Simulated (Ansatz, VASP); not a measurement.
**C: VASP beside Ansatz**

INCAR

```
ALGO = Normal
EDIFF = 1E-6
ENCUT = 520
GGA = PE
ISIF = 2
ISMEAR = 0
IVDW = 12
LASPH = T
LCHARG = F
LREAL = F
LWAVE = F
NBANDS = 11
NELM = 80
PREC = Accurate
SIGMA = 0.15
```

KPOINTS

```
k-points
0
Gamma
  21 21 12
```

POSCAR

```
C
1.0
    2.4030435525      0.0000000000      0.0000000000
   -1.2015217762      2.0810967628      0.0000000000
    0.0000000000      0.0000000000      3.4826705289
C
2
Direct
    0.3473884222      0.6947768445      0.0000000000
    0.6526115778      0.3052231555      0.0000000000
```

Input for Ansatz:

```yaml
crystal:
  lattice:
    - [2.4030435525, 0.0, 0.0]
    - [-1.2015217762, 2.0810967628, 0.0]
    - [0.0, 0.0, 3.4826705289]
  atoms:
    - { symbol: C, position: [0.3473884222, 0.6947768445, 0.0] }
    - { symbol: C, position: [0.6526115778, 0.3052231555, 0.0] }
basis:
  ecutwfc: 520.0
kpoints:
  mp_grid: { grid: [21, 21, 12] }
hamiltonian:
  xc: pbe
  pseudopotentials: { kind: paw, azcp: { folder: soft_1 } }
  dispersion: d3bj
scf:
  occupations: { method: gaussian, width: 0.15 }
output:
  forces: true
  stress: true
  eigenvalues: true
  write_density: true
  write_potential: true
  elf: true
  volumetric_format: npy
```

Change from the starting cell: mode 6 frozen in at +0.060 Å, equal normal strain along x, y and z -0.0250.

Alike in both runs: task single point; functional PBE; dispersion D3(BJ); k mesh 21 × 21 × 12; occupations gaussian, width 0.15 eV; no spin polarisation.

```csv
,VASP,Ansatz
version,VASP 6.6.1,Ansatz 0.2.0
potentials or method,"VASP PAW PBE potentials, release 64 (C), cutoff 520 eV","scalar-relativistic, plane waves, PAW"
valence electrons in the cell,8,8
```

|  | VASP | Ansatz | Ansatz less VASP |
| --- | --- | --- | --- |
| gap on the k mesh at the Fermi level (eV) | none | none | - |
| pressure (GPa) | 32.8 | 32.4 | -0.42 |
| traceless stress, the component that is largest in VASP (GPa) | 39.21 | 38.69 | -0.514 |
| rms of the force components (eV/Å) | 5.063 | 5.053 | -0.0098 |

Atom by atom the forces differ by 0.010 eV/Å (rms over components). A gap of «none» marks a metal or a gap that the smearing closes. Both programs put the cell under a high pressure, so it lies far from rest at this level.
